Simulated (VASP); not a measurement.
Here is a VASP 6.6.1 calculation.

The input INCAR:

```
  ALGO = Normal
  EDIFF = 1E-8
  ENCUT = 520
  GGA = PE
  ISIF = 2
  ISMEAR = -1
  LASPH = T
  LCHARG = F
  LEFG = T
  LREAL = F
  LWAVE = F
  NBANDS = 16
  NELM = 100
  PREC = Accurate
  SIGMA = 0.05
```

File KPOINTS:

```
k-points
0
Gamma
  11 11 11
```

Contents of POSCAR:

```
GaAs
1.0
    0.0000000000      2.8268500000      2.7703130000
    2.8268500000      0.0000000000      2.7703130000
    2.8268500000      2.8268500000      0.0000000000
Ga As
1 1
Direct
    0.0000000000      0.0000000000      0.0000000000
    0.7500000000      0.7500000000      0.7500000000
```

Potentials or basis: VASP PAW PBE potentials, release 64 (Ga_d, As).

Run with:

```console
$ cat potpaw_PBE.64/Ga_d/POTCAR potpaw_PBE.64/As/POTCAR > POTCAR
$ mpirun -np 1 vasp_std > vasp.out
```

Q: Predict the band gap on the k mesh.

A: 0.60 eV.

Q: What does it give for the pressure?

A: 5.1 GPa.

Stress tensor (GPa, compression positive):
```
4.71 0.00 0.00
0.00 4.71 0.00
0.00 0.00 5.85
```

Caveat: the cell differs from its parent crystal (zz strain of -2 %); the cell stands under pressure; without QUAD_EFG the Cq values of the log hold for a quadrupole moment of 1 mb, not for the nuclei; an odd mesh through Γ misses points on the zone boundary, where band edges can lie.
